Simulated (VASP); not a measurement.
Write the native input for VASP 6.6.1 that does the following.

```
Task                   : single point
Functional             : LDA
Potentials or basis    : VASP PAW LDA potentials, release 64 (Ca_sv)
Cutoff                 : 520 eV
k mesh                 : 14 × 14 × 14
Occupations            : gaussian, width 0.15 eV
Spin                   : no spin polarisation
Dipole correction      : no
Further INCAR settings : ALGO = Fast; EDIFF = 1e-06; NBANDS = 11
```

The structure of Ca lies in POSCAR:

```
Ca
1.0
    3.5758727485      0.0000000000      0.0000000000
    0.0000000000      3.5758727485      0.0000000000
    0.0000000000      0.0000000000      3.4886563400
Ca
1
Direct
    0.0000000000      0.0000000000      0.0000000000
```

This cell differs from its parent crystal: strain +0.025 along x and y, +0.000 along z.

The input as run:

INCAR

```
PREC     = Accurate       # precision mode
ENCUT    = 520            # plane-wave cutoff, eV
EDIFF    = 1E-6           # SCF threshold, eV
ISMEAR   = 0              # smearing method
SIGMA    = 0.15           # smearing width, eV
LREAL    = False          # projectors in reciprocal space
LASPH    = True           # aspherical terms in the spheres
NELM     = 80             # most SCF steps
ALGO     = Fast           # electronic algorithm
ISIF     = 2              # what is computed and relaxed
LWAVE    = False          # write WAVECAR
LCHARG   = False          # write CHGCAR
GGA      = CA             # functional
NBANDS   = 11             # bands
```

KPOINTS

```
regular mesh
0
Gamma
  14 14 14
```

Potentials or basis: VASP PAW LDA potentials, release 64 (Ca_sv).

The run is started by

```console
$ cat potpaw_LDA.64/Ca_sv/POTCAR > POTCAR
$ mpirun -np 1 vasp_std > vasp.out
```

Results of the run:

The pressure is -1.6 GPa and the band gap on the k mesh is zero (band 5 reaches 2.12 eV, above the bottom of band 6 at 1.00 eV).

Caveat: the cell differs from its parent crystal (strain +0.025 along x and y, +0.000 along z).

Wall time 48 s on 1 thread of Intel(R) Xeon(R) 6975P-C (Granite Rapids) (shared host), peak memory 0.24 GiB.
